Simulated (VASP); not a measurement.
# Si (Fd-3m) in VASP: relaxation of cell and atoms with LDA

Aim: the relaxation of cell and atoms of Si with LDA.

Program: VASP 6.6.1. These are calculated values, not measurements. Logs are shortened: lines on timing, memory, paths and dates and some standing lists are left out, and cuts for length are marked.

## 1. The cell of the first run

Symmetry: Fd-3m, No. 227, cubic system. The conventional cell has a = 5.402 Å, b = 5.402 Å, c = 5.402 Å, α = 90.00°, β = 90.00°, γ = 90.00°. Within 3.1 Å of Si (site symmetry -43m) lie 4 Si at 2.34 Å.

## 2. Relaxation of cell and atoms, LDA

INCAR reads:

```
SYSTEM = Si
PREC = Accurate
ENCUT = 600
EDIFF = 1E-6
ISMEAR = 0
SIGMA = 0.01
LREAL = .FALSE.
LASPH = .TRUE.
NELM = 60
ALGO = Normal
ISIF = 3
LWAVE = .FALSE.
LCHARG = .FALSE.
GGA = CA
IBRION = 2
NSW = 80
EDIFFG = -0.001
```

KPOINTS reads:

```
regular mesh
0
G
  12 12 12
  0 0 0
```

POSCAR reads:

```
Si
1.0
    0.0000000000      2.7008304894      2.7008304894
    2.7008304894      0.0000000000      2.7008304894
    2.7008304894      2.7008304894      0.0000000000
Si
2
Direct
    0.5000000000      0.5000000000      0.5000000000
    0.7500000000      0.7500000000      0.7500000000
```

Potentials or basis: VASP PAW LDA potentials, release 64 (Si).

Run with:

```console
$ cat potpaw_LDA.64/Si/POTCAR > POTCAR
$ mpirun -np 1 vasp_std > vasp.out
```

OUTCAR:

```text
SYSTEM = Si
   PREC = Accurate
   ENCUT = 600
   EDIFF = 1E-6
   ISMEAR = 0
   LREAL = .FALSE.
   LASPH = .TRUE.
   NELM = 60
   ISIF = 3
   GGA = CA
   IBRION = 2
   NSW = 80
   EDIFFG = -0.001

 ion  position               nearest neighbor table
   1  0.500  0.500  0.500-   2 2.34   2 2.34   2 2.34   2 2.34
   2  0.750  0.750  0.750-   1 2.34   1 2.34   1 2.34   1 2.34

  LATTYP: Found a face centered cubic cell.
 ALAT       =     5.4016609788

  Lattice vectors:

 A1 = (   0.0000000000,   2.7008304894,   2.7008304894)
 A2 = (   2.7008304894,   0.0000000000,   2.7008304894)
 A3 = (   2.7008304894,   2.7008304894,   0.0000000000)

Analysis of symmetry for initial positions (statically):
=====================================================================
 Subroutine PRICEL returns:
 Original cell was already a primitive cell.

 Routine SETGRP: Setting up the symmetry group for a
 face centered cubic supercell.

 Subroutine GETGRP returns: Found 48 space group operations
 (whereof 24 operations were pure point group operations)
 out of a pool of 48 trial point group operations.

The static configuration has the point symmetry T_d .
 The point group associated with its full space group is O_h .

Analysis of symmetry for dynamics (positions and initial velocities):
=====================================================================
 Subroutine PRICEL returns:
 Original cell was already a primitive cell.

 Routine SETGRP: Setting up the symmetry group for a
 face centered cubic supercell.

 Subroutine GETGRP returns: Found 48 space group operations
 (whereof 24 operations were pure point group operations)
 out of a pool of 48 trial point group operations.

The dynamic configuration has the point symmetry T_d .
 The point group associated with its full space group is O_h .

 Subroutine INISYM returns: Found 48 space group operations
 (whereof 24 operations are pure point group operations),
 and found     1 'primitive' translations

----------------------------------------------------------------------------------------

                                     Primitive cell

  volume of cell :      39.4023

  direct lattice vectors                    reciprocal lattice vectors
     0.000000000  2.700830489  2.700830489    -0.185128242  0.185128242  0.185128242
     2.700830489  0.000000000  2.700830489     0.185128242 -0.185128242  0.185128242
     2.700830489  2.700830489  0.000000000     0.185128242  0.185128242 -0.185128242

  length of vectors
     3.819551108  3.819551108  3.819551108     0.320651521  0.320651521  0.320651521

  position of ions in fractional coordinates (direct lattice)
     0.500000000  0.500000000  0.500000000
     0.750000000  0.750000000  0.750000000

  ion indices of the primitive-cell ions
   primitive index   ion index
                 1           1
                 2           2

----------------------------------------------------------------------------------------

 KPOINTS: regular mesh

Automatic generation of k-mesh.
 Grid dimensions read from file:
 generate k-points for:   12   12   12

 Generating k-lattice:

  Cartesian coordinates                     Fractional coordinates (reciprocal lattice)
    -0.015427353  0.015427353  0.015427353     0.083333333  0.000000000  0.000000000
     0.015427353 -0.015427353  0.015427353     0.000000000  0.083333333  0.000000000
     0.015427353  0.015427353 -0.015427353     0.000000000  0.000000000  0.083333333

  Length of vectors
     0.026720960  0.026720960  0.026720960

  Shift w.r.t. Gamma in fractional coordinates (k-lattice)
     0.000000000  0.000000000  0.000000000

 Subroutine IBZKPT returns following result:
 ===========================================

 Found     72 irreducible k-points:

 Following reciprocal coordinates:
            Coordinates               Weight
  0.000000  0.000000  0.000000      1.000000
  0.083333  0.000000  0.000000      8.000000
  0.166667  0.000000  0.000000      8.000000
  0.250000  0.000000  0.000000      8.000000
  0.333333  0.000000  0.000000      8.000000
  0.416667  0.000000  0.000000      8.000000
[... 16 lines left out ...]
  0.500000  0.166667  0.000000     24.000000
 -0.416667  0.166667  0.000000     24.000000
 [... further k-points ...]
   k-points           NKPTS =     72   k-points in BZ     NKDIM =     72   number of bands    NBANDS=      8
   number of dos      NEDOS =    301   number of ions     NIONS =      2
   total plane-waves  NPLWV =  32768
   dimension x,y,z NGX =    32 NGY =   32 NGZ =   32
   dimension x,y,z NGXF=    64 NGYF=   64 NGZF=   64
   ions per type =               2
   NGX,Y,Z   is equivalent  to a cutoff of  13.93, 13.93, 13.93 a.u.
   NGXF,Y,Z  is equivalent  to a cutoff of  27.86, 27.86, 27.86 a.u.
 SYSTEM =  Si
   PREC   = accura    normal or accurate (medium, high low for compatibility)
   ISTART =      0    job   : 0-new  1-cont  2-samecut
   ICHARG =      2    charge: 1-file 2-atom 10-const
   ISPIN  =      1    spin polarized calculation?
   LNONCOLLINEAR =      F non collinear calculations
   LSORBIT =      F    spin-orbit coupling
   LASPH  =      T    aspherical Exc in radial PAW
   ENCUT  =  600.0 eV  44.10 Ry    6.64 a.u.   7.63  7.63  7.63*2*pi/ulx,y,z
   NELM   =     60;   NELMIN=  2; NELMDL= -5     # of ELM steps
   EDIFF  = 0.1E-05   stopping-criterion for ELM
   LREAL  =      F    real-space projection
   EDIFFG = -.1E-02   stopping-criterion for IOM
   NSW    =     80    number of steps for IOM
   IBRION =      2    ionic relax: 0-MD 1-quasi-New 2-CG
   NFREE  =      1    steps in history (QN), initial steepest desc. (CG)
   ISIF   =      3    stress and relaxation
   ISYM   =      2    0-nonsym 1-usesym 2-fastsym
   POTIM  = 0.5000    time-step for ionic-motion
   TEBEG  =    0.0;   TEEND  =   0.0 temperature during run
   PSTRESS=    0.0 pullay stress
   NELECT =       8.0000    total number of electrons
   NUPDOWN=      -1.0000    fix difference up-down
   EMIN   =  10.00;   EMAX   =-10.00  energy-range for DOS
   EFERMI =   0.00;   METHOD = LEGACY
   ISMEAR =     0;   SIGMA  =   0.01  broadening in eV -4-tet -1-fermi 0-gaus
   EFERMI_NEDOS =   21; number of points for ismear=-14 and -15
   IALGO  =     38    algorithm
   IMIX   =      4    mixing-type and parameters
     AMIX     =   0.40;   BMIX     =  1.00
     AMIX_MAG =   1.60;   BMIX_MAG =  1.00
  volume/ion in A,a.u.               =      19.70       132.95
  Fermi-wavevector in a.u.,A,eV,Ry     =   0.962197  1.818289 12.596597  0.925824
  Thomas-Fermi vector in A             =   2.091635
   LORBIT       =      0    0 simple, 1 ext, 2 COOP (PROOUT), +10 PAW based schemes
   GGA     = CA    functional components
   LHFCALC =     F    Hartree Fock is set to
   AEXX    =    0.0000 exact exchange contribution
   IVDW    =     0    specifies the selected vdW correction
   LEPSILON=     F    determine dielectric tensor
   LRPA    =     F    only Hartree local field effects (RPA)
 conjugate gradient relaxation of ions
 non-spin polarized calculation
 Gauss-broadening in eV      SIGMA  =   0.01
  energy-cutoff  :      600.00
  volume of cell :       39.40
 maximum number of plane-waves:      1363
   NGX = 15   NGY = 15   NGZ = 15

--------------------------------------- Ionic step        1  -------------------------------------------

 number of electron       7.9999999 magnetization

 Free energy of the ion-electron system (eV)
  ---------------------------------------------------
  ext. energy  EPLUGINS =         0.00000000
  ---------------------------------------------------
  free energy    TOTEN  =       -11.91994207 eV

  energy without entropy =      -11.91994207  energy(sigma->0) =      -11.91994207

------------------------ aborting loop because EDIFF is reached ----------------------------------------

  FORCE on cell =-STRESS in cart. coord.  units (eV):
  Direction    XX          YY          ZZ          XY          YZ          ZX
  --------------------------------------------------------------------------------------
  -------------------------------------------------------------------------------------
  Total        0.0173659      0.0173659      0.0173659      0.0000000     -0.0000000     -0.0000000
  in kB        0.7061323      0.7061323      0.7061323      0.0000000     -0.0000000     -0.0000000
  external PRESSURE =       0.7061323 kB  Pullay stress =       0.0000000 kB
[... 57 lines left out ...]
  energy  without entropy=      -11.9199448178  energy(sigma->0) =      -11.91994482

--------------------------------------- Ionic step        3  -------------------------------------------

 number of electron       7.9999999 magnetization

 Free energy of the ion-electron system (eV)
  ---------------------------------------------------
  ext. energy  EPLUGINS =         0.00000000
  ---------------------------------------------------
  free energy    TOTEN  =       -11.91994824 eV

  energy without entropy =      -11.91994824  energy(sigma->0) =      -11.91994824

 E-fermi :   6.0127     XC(G=0):  -9.6636

 val. band max:        5.9271597851   @ k =   0.0000   0.0000   0.0000
 cond. band min:       6.3703206027   @ k =   0.4167   0.4167   0.0000
 fundamental gap:      0.4431608176
 Fermi energy:         6.0126678950

 k-point     1 :       0.0000    0.0000    0.0000
  band No.  band energies     occupation
      1      -6.1354      2.00000
      2       5.9272      2.00000
      3       5.9272      2.00000
      4       5.9272      2.00000
      5       8.4580      0.00000
      6       8.4580      0.00000
      7       8.4580      0.00000
      8       9.3130      0.00000
[... 243 lines left out ...]
 k-point    24 :      -0.4167    0.1667    0.0000
  band No.  band energies     occupation
      1      -3.4824      2.00000
      2      -0.9151      2.00000
      3       2.8832      2.00000
      4       4.3153      2.00000
      5       8.0354      0.00000
      6       9.9448      0.00000
      7      10.2841      0.00000
      8      13.8586      0.00000

 [... further k-points ...]

------------------------ aborting loop because EDIFF is reached ----------------------------------------

  FORCE on cell =-STRESS in cart. coord.  units (eV):
  Direction    XX          YY          ZZ          XY          YZ          ZX
  --------------------------------------------------------------------------------------
  -------------------------------------------------------------------------------------
  Total       -0.0002215     -0.0002215     -0.0002215     -0.0000000     -0.0000000     -0.0000000
  in kB       -0.0090000     -0.0090000     -0.0090000     -0.0000000     -0.0000000     -0.0000000
  external PRESSURE =      -0.0090000 kB  Pullay stress =       0.0000000 kB
[... 17 lines left out ...]
  FREE ENERGIE OF THE ION-ELECTRON SYSTEM (eV)
  ---------------------------------------------------
  free  energy   TOTEN  =       -11.9199482381 eV

  energy  without entropy=      -11.9199482381  energy(sigma->0) =      -11.91994824

 reached required accuracy - stopping structural energy minimisation
```

Run time: 36 s. Hardware: 1 thread of Intel Xeon 8259CL, shared host; peak memory 0.15 GiB.

What came out:

| Quantity | Value |
| --- | --- |
| Free energy | -11.9199 eV |
| Relaxed volume | 19.72 Å³/atom |
| Relaxed cell | a = 3.820 Å, b = 3.820 Å, c = 3.820 Å, α = 60.00°, β = 60.00°, γ = 60.00° |
| Space group after relaxing (to 0.1 Å) | Fd-3m (No. 227) |
| Energy gained by relaxing | 0.0 meV/atom |
| Ionic steps | 3 |
| Pressure after relaxing | 0.0 GPa |
| Band gap on the k mesh | 0.44 eV (least direct gap 2.53 eV) |

Final structure:
```
CELL_PARAMETERS angstrom
0.00000 2.70148 2.70148
2.70148 0.00000 2.70148
2.70148 2.70148 0.00000
ATOMIC_POSITIONS crystal
Si 0.50000 0.50000 0.50000
Si 0.75000 0.75000 0.75000
```

A k mesh can miss the band edges.
